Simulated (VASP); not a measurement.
# Fe (Im-3m) in VASP: single point with PBE

Aim: the single point of Fe with PBE.

Everything below comes from runs of VASP 6.6.1. Logs are shortened: lines on timing, memory, paths and dates and some standing lists are left out, and cuts for length are marked.

### Step 1. The cell of the first run

The structure is cubic, space group Im-3m (No. 229). Conventional cell: a = 2.830 Å, b = 2.830 Å, c = 2.830 Å, α = 90.00°, β = 90.00°, γ = 90.00°. Within 3.2 Å of Fe (site symmetry m-3m) lie 14 Fe at 2.45 to 2.83 Å.

### Step 2. Single point, PBE, collinear spin, ferromagnetic start

INCAR

```
SYSTEM = Fe
PREC = Accurate
ENCUT = 600
EDIFF = 1E-6
ISMEAR = -1
SIGMA = 0.05
LREAL = .False.
LASPH = .True.
NELM = 200
ALGO = Normal
ISIF = 2
LWAVE = .False.
LCHARG = .False.
ISPIN = 2
MAGMOM = 2.2
LORBIT = 11
LMAXMIX = 4
GGA = PE
NBANDS = 14
GGA_COMPAT = .False.
```

KPOINTS

```
regular mesh
0
Gamma
  8 8 8
  0 0 0
```

POSCAR

```
Fe
1.0
   -1.4150000000      1.4150000000      1.4150000000
    1.4150000000     -1.4150000000      1.4150000000
    1.4150000000      1.4150000000     -1.4150000000
Fe
1
Direct
    0.0000000000      0.0000000000      0.0000000000
```

Potentials or basis: VASP PAW PBE potentials, release 64 (Fe).

Launch:

```bash
$ cat potpaw_PBE.64/Fe/POTCAR > POTCAR
$ mpirun -np 1 vasp_std > vasp.out
```

OUTCAR:

```text
SYSTEM = Fe
   PREC = Accurate
   ENCUT = 600
   EDIFF = 1E-6
   ISMEAR = -1
   LREAL = .False.
   LASPH = .True.
   NELM = 200
   ISIF = 2
   ISPIN = 2
   LORBIT = 11
   GGA = PE

 ion  position               nearest neighbor table
   1  0.000  0.000  0.000-

  LATTYP: Found a body centered cubic cell.
 ALAT       =     2.8300000000

  Lattice vectors:

 A1 = (  -1.4150000000,   1.4150000000,   1.4150000000)
 A2 = (   1.4150000000,  -1.4150000000,   1.4150000000)
 A3 = (   1.4150000000,   1.4150000000,  -1.4150000000)

Analysis of symmetry for initial positions (statically):
=====================================================================
 Subroutine PRICEL returns:
 Original cell was already a primitive cell.

 Routine SETGRP: Setting up the symmetry group for a
 body centered cubic supercell.

 Subroutine GETGRP returns: Found 48 space group operations
 (whereof 48 operations were pure point group operations)
 out of a pool of 48 trial point group operations.

The static configuration has the point symmetry O_h .

Analysis of symmetry for dynamics (positions and initial velocities):
=====================================================================
 Subroutine PRICEL returns:
 Original cell was already a primitive cell.

 Routine SETGRP: Setting up the symmetry group for a
 body centered cubic supercell.

 Subroutine GETGRP returns: Found 48 space group operations
 (whereof 48 operations were pure point group operations)
 out of a pool of 48 trial point group operations.

The dynamic configuration has the point symmetry O_h .

Analysis of structural, dynamic, and magnetic symmetry:
=====================================================================
 Subroutine PRICEL returns:
 Original cell was already a primitive cell.

 Routine SETGRP: Setting up the symmetry group for a
 body centered cubic supercell.

 Subroutine GETGRP returns: Found 48 space group operations
 (whereof 48 operations were pure point group operations)
 out of a pool of 48 trial point group operations.

The overall configuration has the point symmetry O_h .

 Subroutine INISYM returns: Found 48 space group operations
 (whereof 48 operations are pure point group operations),
 and found     1 'primitive' translations

----------------------------------------------------------------------------------------

                                     Primitive cell

  volume of cell :      11.3326

  direct lattice vectors                    reciprocal lattice vectors
    -1.415000000  1.415000000  1.415000000     0.000000000  0.353356890  0.353356890
     1.415000000 -1.415000000  1.415000000     0.353356890  0.000000000  0.353356890
     1.415000000  1.415000000 -1.415000000     0.353356890  0.353356890  0.000000000

  length of vectors
     2.450851893  2.450851893  2.450851893     0.499722107  0.499722107  0.499722107

  position of ions in fractional coordinates (direct lattice)
     0.000000000  0.000000000  0.000000000

  ion indices of the primitive-cell ions
   primitive index   ion index
                 1           1

----------------------------------------------------------------------------------------

 KPOINTS: regular mesh

Automatic generation of k-mesh.
 Grid dimensions read from file:
 generate k-points for:    8    8    8

 Generating k-lattice:

  Cartesian coordinates                     Fractional coordinates (reciprocal lattice)
     0.000000000  0.044169611  0.044169611     0.125000000  0.000000000  0.000000000
     0.044169611  0.000000000  0.044169611     0.000000000  0.125000000  0.000000000
     0.044169611  0.044169611  0.000000000     0.000000000  0.000000000  0.125000000

  Length of vectors
     0.062465263  0.062465263  0.062465263

  Shift w.r.t. Gamma in fractional coordinates (k-lattice)
     0.000000000  0.000000000  0.000000000

 Subroutine IBZKPT returns following result:
 ===========================================

 Found     29 irreducible k-points:

 Following reciprocal coordinates:
            Coordinates               Weight
  0.000000  0.000000  0.000000      1.000000
  0.125000  0.000000  0.000000     12.000000
  0.250000  0.000000  0.000000     12.000000
  0.375000  0.000000  0.000000     12.000000
  0.500000  0.000000  0.000000      6.000000
  0.125000  0.125000  0.000000     24.000000
[... 16 lines left out ...]
 -0.250000  0.250000  0.250000      6.000000
 -0.375000  0.375000  0.250000     24.000000
 [... further k-points ...]
   k-points           NKPTS =     29   k-points in BZ     NKDIM =     29   number of bands    NBANDS=     14
   number of dos      NEDOS =    301   number of ions     NIONS =      1
   total plane-waves  NPLWV =   8000
   dimension x,y,z NGX =    20 NGY =   20 NGZ =   20
   dimension x,y,z NGXF=    40 NGYF=   40 NGZF=   40
   ions per type =               1
   NGX,Y,Z   is equivalent  to a cutoff of  13.57, 13.57, 13.57 a.u.
   NGXF,Y,Z  is equivalent  to a cutoff of  27.13, 27.13, 27.13 a.u.
 SYSTEM =  Fe
   PREC   = accura    normal or accurate (medium, high low for compatibility)
   ISTART =      0    job   : 0-new  1-cont  2-samecut
   ICHARG =      2    charge: 1-file 2-atom 10-const
   ISPIN  =      2    spin polarized calculation?
   LNONCOLLINEAR =      F non collinear calculations
   LSORBIT =      F    spin-orbit coupling
   LASPH  =      T    aspherical Exc in radial PAW
   ENCUT  =  600.0 eV  44.10 Ry    6.64 a.u.   4.89  4.89  4.89*2*pi/ulx,y,z
   NELM   =    200;   NELMIN=  2; NELMDL= -5     # of ELM steps
   EDIFF  = 0.1E-05   stopping-criterion for ELM
   LREAL  =      F    real-space projection
   EDIFFG = 0.1E-04   stopping-criterion for IOM
   NSW    =      0    number of steps for IOM
   IBRION =     -1    ionic relax: 0-MD 1-quasi-New 2-CG
   NFREE  =      0    steps in history (QN), initial steepest desc. (CG)
   ISIF   =      2    stress and relaxation
   ISYM   =      2    0-nonsym 1-usesym 2-fastsym
   POTIM  = 0.5000    time-step for ionic-motion
   TEBEG  =    0.0;   TEEND  =   0.0 temperature during run
   PSTRESS=    0.0 pullay stress
   NELECT =       8.0000    total number of electrons
   NUPDOWN=      -1.0000    fix difference up-down
   EMIN   =  10.00;   EMAX   =-10.00  energy-range for DOS
   EFERMI =   0.00;   METHOD = LEGACY
   ISMEAR =    -1;   SIGMA  =   0.05  broadening in eV -4-tet -1-fermi 0-gaus
   EFERMI_NEDOS =   21; number of points for ismear=-14 and -15
   IALGO  =     38    algorithm
   IMIX   =      4    mixing-type and parameters
     AMIX     =   0.40;   BMIX     =  1.00
     AMIX_MAG =   1.60;   BMIX_MAG =  1.00
  volume/ion in A,a.u.               =      11.33        76.48
  Fermi-wavevector in a.u.,A,eV,Ry     =   1.457678  2.754613 28.910018  2.124826
  Thomas-Fermi vector in A             =   2.574452
   LORBIT       =     11    0 simple, 1 ext, 2 COOP (PROOUT), +10 PAW based schemes
   GGA     = PE    functional components
   LHFCALC =     F    Hartree Fock is set to
   AEXX    =    0.0000 exact exchange contribution
   IVDW    =     0    specifies the selected vdW correction
   LEPSILON=     F    determine dielectric tensor
   LRPA    =     F    only Hartree local field effects (RPA)
 spin polarized calculation
  energy-cutoff  :      600.00
  volume of cell :       11.33
 maximum number of plane-waves:       386
   NGX =  9   NGY =  9   NGZ =  9

 number of electron       8.0000006 magnetization       2.0765411

 Free energy of the ion-electron system (eV)
  ---------------------------------------------------
  ext. energy  EPLUGINS =         0.00000000
  ---------------------------------------------------
  free energy    TOTEN  =        -8.23013223 eV

  energy without entropy =       -8.21717991  energy(sigma->0) =       -8.22365607

 E-fermi :   5.8381     XC(G=0): -13.1327

 val. band max:        5.8283104951   @ k =   0.3750   0.0000   0.0000
 cond. band min:       5.8483653836   @ k =  -0.3750   0.5000   0.2500
 fundamental gap:      0.0200548885
 Fermi energy:         5.8381368080

 spin component 1

 k-point     1 :       0.0000    0.0000    0.0000
  band No.  band energies     occupation
      1      -2.5801      1.00000
      2       3.5903      1.00000
      3       3.5903      1.00000
      4       3.5903      1.00000
      5       4.7786      1.00000
      6       4.7786      1.00000
      7      30.9110      0.00000
      8      30.9110      0.00000
      9      30.9110      0.00000
     10      36.0004      0.00000
     11      36.0004      0.00000
     12      38.3454      0.00000
     13      38.3454      0.00000
     14      38.3454      0.00000
[... 375 lines left out ...]
 k-point    24 :      -0.3750    0.3750    0.2500
  band No.  band energies     occupation
      1       1.7255      1.00000
      2       2.2233      1.00000
      3       4.0500      1.00000
      4       4.4745      1.00000
      5       5.6451      0.97939
      6       8.2100      0.00000
      7      17.7043      0.00000
      8      20.6544      0.00000
      9      23.3347      0.00000
     10      26.8273      0.00000
     11      36.5710      0.00000
     12      38.5098      0.00000
     13      41.4594      0.00000
     14      46.2183      0.00000

 [... further k-points ...]

 spin component 2

 k-point     1 :       0.0000    0.0000    0.0000
  band No.  band energies     occupation
      1      -2.4514      1.00000
      2       5.3779      0.99990
      3       5.3780      0.99990
      4       5.3781      0.99990
      5       7.4643      0.00000
      6       7.4645      0.00000
      7      30.6301      0.00000
      8      30.6301      0.00000
      9      30.6301      0.00000
     10      36.1816      0.00000
     11      36.1816      0.00000
     12      38.9222      0.00000
     13      38.9222      0.00000
     14      38.9223      0.00000
[... 375 lines left out ...]
 k-point    24 :      -0.3750    0.3750    0.2500
  band No.  band energies     occupation
      1       2.9398      1.00000
      2       4.1178      1.00000
      3       5.7806      0.75952
      4       6.3410      0.00004
      5       7.6404      0.00000
      6       9.7051      0.00000
      7      18.4470      0.00000
      8      21.1709      0.00000
      9      23.9407      0.00000
     10      27.2660      0.00000
     11      37.2644      0.00000
     12      38.8761      0.00000
     13      41.8766      0.00000
     14      46.5814      0.00000

 [... further k-points ...]
[... 5 lines left out ...]
  --------------------------------------------------------------------------------------
  -------------------------------------------------------------------------------------
  Total       -0.0995504     -0.0995504     -0.0995504      0.0000000     -0.0000000      0.0000000
  in kB      -14.0742121    -14.0742121    -14.0742121      0.0000000     -0.0000000      0.0000000
  external PRESSURE =     -14.0742121 kB  Pullay stress =       0.0000000 kB

 VOLUME and BASIS-vectors are now :
 -----------------------------------------------------------------------------
  energy-cutoff  :      600.00
  volume of cell :       11.33
      direct lattice vectors                 reciprocal lattice vectors
    -1.415000000  1.415000000  1.415000000     0.000000000  0.353356890  0.353356890
     1.415000000 -1.415000000  1.415000000     0.353356890  0.000000000  0.353356890
     1.415000000  1.415000000 -1.415000000     0.353356890  0.353356890  0.000000000

 POSITION                                       TOTAL-FORCE (eV/Angst)
 -----------------------------------------------------------------------------------
      0.00000      0.00000      0.00000         0.000000     -0.000000      0.000000
 -----------------------------------------------------------------------------------
    total drift:                                0.000000     -0.000000     -0.000000

  FREE ENERGIE OF THE ION-ELECTRON SYSTEM (eV)
  ---------------------------------------------------
  free  energy   TOTEN  =        -8.2301322251 eV

  energy  without entropy=       -8.2171799118  energy(sigma->0) =       -8.22365607

 total charge

# of ion       s       p       d       tot
------------------------------------------
    1        0.486   0.542   6.246   7.274

 magnetization (x)

# of ion       s       p       d       tot
------------------------------------------
    1       -0.016  -0.062   2.156   2.078
```

It took 12 s on 1 thread of AMD EPYC 7R43 (Zen 3), shared host; peak memory 0.1 GiB.

Results:

```
Free energy                                           : -8.2301 eV
Pressure                                              : -1.4 GPa
Net moment                                            : 2.08 μB per cell
Site moments                                          : Fe +2.08 μB
Valence electrons inside the program's atomic spheres : Fe 7.27
```

Caveat: the k points lie up to 0.39 Å⁻¹ apart.
